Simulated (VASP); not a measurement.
# As (R-3m) in VASP: notebook, part 2 of 2

VASP 6.6.1.

## 4. Single point, r2SCAN

Input file POSCAR:

```
As
1.0
    1.7950784285      1.0363890139      5.0542643309
   -1.7950784285      1.0363890139      5.0542643309
    0.0000000000     -2.0727780278      5.0542643309
As
2
Direct
    0.7883402482      0.7883402482      0.7883402482
    0.2116597518      0.2116597518      0.2116597518
```

Input file INCAR.step1:

```
SYSTEM = As
PREC     = Accurate       ! precision mode
ENCUT    = 520            ! plane-wave cutoff, eV
ISMEAR   = -1             ! smearing method
SIGMA    = 0.1            ! smearing width, eV
LREAL    = .False.        ! projectors in reciprocal space
LASPH    = .True.         ! aspherical terms in the spheres
NELM     = 100            ! most SCF steps
NBANDS   = 12             ! bands
GGA      = PE             ! functional
ALGO     = Normal         ! electronic algorithm
EDIFF    = 1E-4           ! SCF threshold, eV
LWAVE    = .True.         ! write WAVECAR
LCHARG   = .False.        ! write CHGCAR
```

Input file INCAR.step2:

```
SYSTEM = As
PREC     = Accurate       ! precision mode
ENCUT    = 520            ! plane-wave cutoff, eV
EDIFF    = 1E-6           ! SCF threshold, eV
ISMEAR   = -1             ! smearing method
SIGMA    = 0.1            ! smearing width, eV
LREAL    = .False.        ! projectors in reciprocal space
LASPH    = .True.         ! aspherical terms in the spheres
NELM     = 100            ! most SCF steps
ALGO     = Normal         ! electronic algorithm
ISIF     = 2              ! what is computed and relaxed
LWAVE    = .False.        ! write WAVECAR
LCHARG   = .False.        ! write CHGCAR
METAGGA  = R2SCAN         ! meta-GGA
LMIXTAU  = .True.       
NBANDS   = 12             ! bands
ISTART   = 1
```

Input file KPOINTS:

```
Automatic mesh
0
Gamma
  17 17 17
  0 0 0
```

Potentials or basis: VASP PAW PBE potentials, release 64 (As).

The run is started by

```sh
$ cat potpaw_PBE.64/As/POTCAR > POTCAR
$ cp INCAR.step1 INCAR
$ mpirun -np 1 vasp_std > vasp.out
$ cp INCAR.step2 INCAR
$ mpirun -np 1 vasp_std > vasp.out
```

OUTCAR:

```text
SYSTEM = As
   PREC = Accurate
   ENCUT = 520
   EDIFF = 1E-6
   ISMEAR = -1
   LREAL = .False.
   LASPH = .True.
   NELM = 100
   ISIF = 2
   METAGGA = R2SCAN
   ISTART = 1

 ion  position               nearest neighbor table
   1  0.788  0.788  0.788-   2 2.48   2 2.48   2 2.48
   2  0.212  0.212  0.212-   1 2.48   1 2.48   1 2.48

  LATTYP: Found a trigonal (rhomboedric) cell.
 ALAT       =     5.4627828695
 COS(alpha) =     0.7840421605

  Lattice vectors:

 A1 = (   1.7950784285,   1.0363890139,   5.0542643309)
 A2 = (  -1.7950784285,   1.0363890139,   5.0542643309)
 A3 = (   0.0000000000,  -2.0727780278,   5.0542643309)

Analysis of symmetry for initial positions (statically):
=====================================================================
 Subroutine PRICEL returns:
 Original cell was already a primitive cell.

 Routine SETGRP: Setting up the symmetry group for a
 trigonal (rhombohedral) supercell.

 Subroutine GETGRP returns: Found 12 space group operations
 (whereof 12 operations were pure point group operations)
 out of a pool of 12 trial point group operations.

The static configuration has the point symmetry D_3d.

Analysis of symmetry for dynamics (positions and initial velocities):
=====================================================================
 Subroutine PRICEL returns:
 Original cell was already a primitive cell.

 Routine SETGRP: Setting up the symmetry group for a
 trigonal (rhombohedral) supercell.

 Subroutine GETGRP returns: Found 12 space group operations
 (whereof 12 operations were pure point group operations)
 out of a pool of 12 trial point group operations.

The dynamic configuration has the point symmetry D_3d.

 Subroutine INISYM returns: Found 12 space group operations
 (whereof 12 operations are pure point group operations),
 and found     1 'primitive' translations

----------------------------------------------------------------------------------------
[... 120 lines left out ...]
   AEXX    =    0.0000 exact exchange contribution
   IVDW    =     0    specifies the selected vdW correction
   LEPSILON=     F    determine dielectric tensor
   LRPA    =     F    only Hartree local field effects (RPA)
 non-spin polarized calculation
  energy-cutoff  :      520.00
  volume of cell :       56.42
 maximum number of plane-waves:      1545
 NGX is ok and might be reduce to    42
   NGX = 21   NGY = 21   NGZ = 21

 number of electron      10.0000000 magnetization

 Free energy of the ion-electron system (eV)
  ---------------------------------------------------
  ext. energy  EPLUGINS =         0.00000000
  ---------------------------------------------------
  free energy    TOTEN  =       -29.41941257 eV

  energy without entropy =      -29.41845804  energy(sigma->0) =      -29.41893531

 E-fermi :   2.9823     XC(G=0):  -8.8533

 val. band max:        2.7149133551   @ k =  -0.4706   0.4706   0.4706
 cond. band min:       3.2496384194   @ k =   0.3529   0.0000  -0.0000
 fundamental gap:      0.5347250643
 Fermi energy:         2.9823139071

 k-point     1 :       0.0000    0.0000    0.0000
  band No.  band energies     occupation
      1     -12.4219      2.00000
      2      -5.1120      2.00000
      3       0.3508      2.00000
      4       1.7012      1.99999
      5       1.7012      1.99999
      6       4.5937      0.00000
      7       5.6369      0.00000
      8       5.6369      0.00000
      9      11.2407      0.00000
     10      12.2817      0.00000
     11      12.2817      0.00000
     12      12.7825      0.00000
[... 331 lines left out ...]
 k-point    24 :      -0.1176    0.0588    0.0000
  band No.  band energies     occupation
      1     -12.0798      2.00000
      2      -5.1699      2.00000
      3      -0.1907      2.00000
      4       0.5831      2.00000
      5       0.9722      2.00000
      6       4.8521      0.00000
      7       5.7826      0.00000
      8       6.6714      0.00000
      9       9.8306      0.00000
     10      11.4423      0.00000
     11      12.3821      0.00000
     12      13.0007      0.00000

 [... further k-points ...]

------------------------ aborting loop because EDIFF is reached ----------------------------------------

  FORCE on cell =-STRESS in cart. coord.  units (eV):
  Direction    XX          YY          ZZ          XY          YZ          ZX
  --------------------------------------------------------------------------------------
  -------------------------------------------------------------------------------------
  Total        0.0218382      0.0218382      0.0905496      0.0000000      0.0000000      0.0000000
  in kB        0.6201719      0.6201719      2.5714705      0.0000000      0.0000000      0.0000000
  external PRESSURE =       1.2706048 kB  Pullay stress =       0.0000000 kB

 VOLUME and BASIS-vectors are now :
 -----------------------------------------------------------------------------
  energy-cutoff  :      520.00
  volume of cell :       56.42
      direct lattice vectors                 reciprocal lattice vectors
     1.795078429  1.036389014  5.054264331     0.278539362  0.160814776  0.065950910
    -1.795078429  1.036389014  5.054264331    -0.278539362  0.160814776  0.065950910
     0.000000000 -2.072778028  5.054264331     0.000000000 -0.321629551  0.065950910

 POSITION                                       TOTAL-FORCE (eV/Angst)
 -----------------------------------------------------------------------------------
      0.00000      0.00000     11.95344         0.000000      0.000000     -0.062146
      0.00000      0.00000      3.20935         0.000000      0.000000      0.062146
 -----------------------------------------------------------------------------------
    total drift:                               -0.000000     -0.000000      0.000000

  FREE ENERGIE OF THE ION-ELECTRON SYSTEM (eV)
  ---------------------------------------------------
  free  energy   TOTEN  =       -29.4194125729 eV

  energy  without entropy=      -29.4184580416  energy(sigma->0) =      -29.41893531
```

OUTCAR.step1:

```text
SYSTEM = As
   PREC = Accurate
   ENCUT = 520
   ISMEAR = -1
   LREAL = .False.
   LASPH = .True.
[... 582 lines left out ...]
      0.00000      0.00000     11.95344         0.000000      0.000000     -0.449315
      0.00000      0.00000      3.20935         0.000000     -0.000000      0.449315
 -----------------------------------------------------------------------------------
    total drift:                               -0.000000     -0.000000      0.000000

  FREE ENERGIE OF THE ION-ELECTRON SYSTEM (eV)
  ---------------------------------------------------
  free  energy   TOTEN  =        -9.3188856714 eV

  energy  without entropy=       -9.3164961944  energy(sigma->0) =       -9.31769093
```

It took 15 min on 1 thread of Intel Xeon 6975P-C (Granite Rapids), shared host; peak memory 0.48 GiB.

Results:

```yaml
Free_energy: -29.4194 eV
Pressure: 0.1 GPa
Largest_force: 0.062 eV/Å
```

Forces in eV/Å, atoms in the order of the input:
```
As   0.000  0.000 -0.062
As   0.000  0.000  0.062
```

Caveat: the PAW data sets were made with another functional, which shifts forces and pressure a little.

## 5. The runs side by side

| k mesh | pressure (GPa) | largest force (eV/Å) |
| --- | --- | --- |
| 11 × 11 × 11 | 0.1 | 0.06 |
| 15 × 15 × 15 | 0.1 | 0.06 |
| 17 × 17 × 17 | 0.1 | 0.06 |

Alike in all rows: task single point; level r2SCAN; potentials or basis VASP PAW PBE potentials, release 64 (As); no spin polarisation; cell as given; cutoff (eV) 520; smearing fermi-dirac 0.1 eV.

Caveats: the PAW data sets were made with another functional, which shifts forces and pressure a little.

Total energies depend on the potentials used, so only differences within one code and one set of settings carry meaning.
